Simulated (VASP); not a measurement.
TaV:

```
Ta V
1.0
     3.19638    0.00000    0.00000
     0.00000    3.19638    0.00000
     0.00000    0.00000    3.19638
Ta V
1 1
Direct
  0.00000 0.00000 0.00000
  0.50000 0.50000 0.50000
```

```yaml
Program: VASP 6.6.1
Task: relaxation of cell and atoms
Functional: PBE
Potentials_or_basis: VASP PAW PBE potentials, release 64 (Ta_pv, V_sv)
Cutoff: 600 eV
k_mesh: 6 × 6 × 6
Occupations: gaussian, width 0.1 eV
Spin: collinear spin, ferromagnetic start
Starting_moments: "[0.0, 0.48] μB"
```

At the start: pressure -4.0 GPa; volume 16.33 Å³/atom.

Question: How do energy, volume and symmetry change on relaxing?

Answer: Over 3 steps the energy falls by 4.7 meV/atom and the volume is 15.96 Å³/atom (-2.2 %); space group Pm-3m (No. 221, to 0.1 Å) before and after; moment 0.61 μB per cell.

Step by step:
```
step  energy change (eV)  largest force (eV/Å)  pressure (GPa)  volume (Å³)
   1              0.0000                0.0000           -4.01        32.66
   2              0.0148                0.0000            6.79        30.76
   3             -0.0094                0.0000           -0.04        31.93
```

Final structure:
```cif
data_structure
_symmetry_space_group_name_H-M 'P 1'
_symmetry_Int_Tables_number 1
_cell_length_a 3.1724
_cell_length_b 3.1724
_cell_length_c 3.1724
_cell_angle_alpha 90.000
_cell_angle_beta 90.000
_cell_angle_gamma 90.000
_cell_volume 31.93
loop_
_atom_site_label
_atom_site_type_symbol
_atom_site_fract_x
_atom_site_fract_y
_atom_site_fract_z
_atom_site_occupancy
Ta1 Ta 0.00000 0.00000 0.00000 1
V1 V 0.50000 0.50000 0.50000 1
```
